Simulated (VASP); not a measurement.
AlRu:

```xyz
2
Lattice="2.9916 0.0000 0.0000 0.0000 2.9916 0.0000 0.0000 0.0000 2.9916" Properties=species:S:1:pos:R:3 pbc="T T T"
Al    0.0000    0.0000    0.0000
Ru    1.4958    1.4958    1.4958
```

Base run:

```yaml
Program: VASP 6.6.1
Functional: BLYP
Potentials_or_basis: VASP PAW PBE potentials, release 64 (Al, Ru_pv)
Cutoff: 520 eV
k_mesh: 11 × 11 × 11
Occupations: methfessel-paxton, width 0.1 eV
Spin: no spin polarisation
```

Its results: pressure 9.7 GPa.

Question: The run is repeated on the same cell with these changes: functional from BLYP to PBE. What comes out?

Answer: Pressure 2.6 GPa.

PBE binds more tightly than BLYP, so the same cell stands under less pressure.

Caveats: the PAW data sets were made with another functional, which shifts forces and pressure a little (some runs).
